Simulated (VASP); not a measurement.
Write the native input for VASP 6.6.1 that does the following.

- Task: single point
- Functional: LDA
- Potentials or basis: VASP PAW LDA potentials, release 64 (Zr_sv, S)
- Cutoff: 500 eV
- k mesh: 6 × 6 × 4
- Occupations: methfessel-paxton, width 0.01 eV
- Spin: no spin polarisation
- Dipole correction: no
- Further INCAR settings: ALGO = Normal; EDIFF = 1e-06; NBANDS = 19

The structure of ZrS2 lies in POSCAR:

```
ZrS2
1.0
    3.6160275087      0.0000000000      0.0000000000
   -1.8080132646      3.1315712395      0.0000000000
    0.0000000000      0.0000000000      5.9177551109
Zr S
1 2
Direct
    0.0000000000      0.0000000000      0.0000000000
    0.6666666667      0.3333333333      0.7620900000
    0.3333333333      0.6666666667      0.2379100000
```

One way to write it, as run:

INCAR

```
  PREC = Accurate
  ENCUT = 500
  EDIFF = 1E-6
  ISMEAR = 1
  SIGMA = 0.01
  LREAL = False
  LASPH = True
  NELM = 120
  ALGO = Normal
  ISIF = 2
  LWAVE = False
  LCHARG = False
  GGA = CA
  NBANDS = 19
  GGA_COMPAT = False
```

KPOINTS

```
Automatic mesh
0
Gamma
  6 6 4
```

Potentials or basis: VASP PAW LDA potentials, release 64 (Zr_sv, S).

Run with:

```console
$ cat potpaw_LDA.64/Zr_sv/POTCAR potpaw_LDA.64/S/POTCAR > POTCAR
$ mpirun -np 1 vasp_std > vasp.out
```

It gave:

- Pressure: 1.3 GPa
- Largest force: 0.456 eV/Å
- Band gap on the k mesh: 0.90 eV (least direct gap 1.54 eV)

Wall time 20 s on 1 thread of Intel(R) Xeon(R) Platinum 8488C (Sapphire Rapids), with other jobs on the host, peak memory 0.16 GiB.
